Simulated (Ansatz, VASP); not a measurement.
## One calculation of SiO2, two programs

File INCAR:

```
ALGO     = Normal         # electronic algorithm
EDIFF    = 1E-7           # SCF threshold, eV
ENCUT    = 520            # plane-wave cutoff, eV
GGA      = PE             # functional
ISIF     = 2              # what is computed and relaxed
ISMEAR   = 0              # smearing method
LASPH    = T              # aspherical terms in the spheres
LCHARG   = F              # write CHGCAR
LREAL    = F              # projectors in reciprocal space
LWAVE    = F              # write WAVECAR
NBANDS   = 34             # bands
NELM     = 80             # most SCF steps
PREC     = Accurate       # precision mode
SIGMA    = 0.05           # smearing width, eV
```

Contents of KPOINTS:

```
k-points
0
Gamma
  6 6 4
```

The input POSCAR:

```
SiO2
1.0
    5.1819585999      0.0000000000      0.0000000000
   -2.5909793000      4.4877077888      0.0000000000
    0.0000000000      0.0000000000      5.4174953921
Si O
3 6
Direct
    0.0000000000      0.5000000000      0.3333333333
    0.5000000000      0.5000000000      0.6666666667
    0.5000000000      0.0000000000      0.0000000000
    0.5839605948      0.7919802974      0.8333333333
    0.7919802974      0.5839605948      0.5000000000
    0.7919802974      0.2080197026      0.1666666667
    0.4160394052      0.2080197026      0.8333333333
    0.2080197026      0.4160394052      0.5000000000
    0.2080197026      0.7919802974      0.1666666667
```

Input for Ansatz:

```yaml
crystal:
  lattice:
    - [5.1819585999, 0.0, 0.0]
    - [-2.5909793, 4.4877077888, 0.0]
    - [0.0, 0.0, 5.4174953921]
  atoms:
    - { symbol: Si, position: [0.0, 0.5, 0.3333333333] }
    - { symbol: Si, position: [0.5, 0.5, 0.6666666667] }
    - { symbol: Si, position: [0.5, 0.0, 0.0] }
    - { symbol: O, position: [0.5839605948, 0.7919802974, 0.8333333333] }
    - { symbol: O, position: [0.7919802974, 0.5839605948, 0.5] }
    - { symbol: O, position: [0.7919802974, 0.2080197026, 0.1666666667] }
    - { symbol: O, position: [0.4160394052, 0.2080197026, 0.8333333333] }
    - { symbol: O, position: [0.2080197026, 0.4160394052, 0.5] }
    - { symbol: O, position: [0.2080197026, 0.7919802974, 0.1666666667] }
basis:
  ecutwfc: 420
kpoints:
  mp_grid: { grid: [6, 6, 4] }
hamiltonian:
  xc: pbe
scf:
  occupations: { method: gaussian, width: 0.05 }
output:
  forces: true
  stress: true
  eigenvalues: true
```

Change from the starting cell: strain +0.015 along x and y, -0.030 along z, atoms carried along.

Alike in both runs: task single point; functional PBE; k mesh 6 × 6 × 4; occupations gaussian, width 0.05 eV; no spin polarisation.

```csv
,VASP,Ansatz
version,VASP 6.6.1,Ansatz 0.2.0
potentials or method,"VASP PAW PBE potentials, release 64 (Si, O), cutoff 520 eV","scalar-relativistic, plane waves, PAW"
valence electrons in the cell,48,48
```

Ansatz gave:

| Item | Value |
| --- | --- |
| gap on the k mesh at the Fermi level (eV) | 5.53 |
| least direct gap on the mesh (eV) | 5.83 |
| pressure (GPa) | 0.0 |
| traceless stress, the component that is largest in VASP (GPa) | 2.00 |
| rms of the force components (eV/Å) | 0.020 |

Estimate VASP's values.

gap on the k mesh at the Fermi level (eV): 5.53; least direct gap on the mesh (eV): 5.83; pressure (GPa): 0.1; traceless stress, the component that is largest in VASP (GPa): 2.03; rms of the force components (eV/Å): 0.027.

Atom by atom the forces differ by 0.006 eV/Å (rms over components).
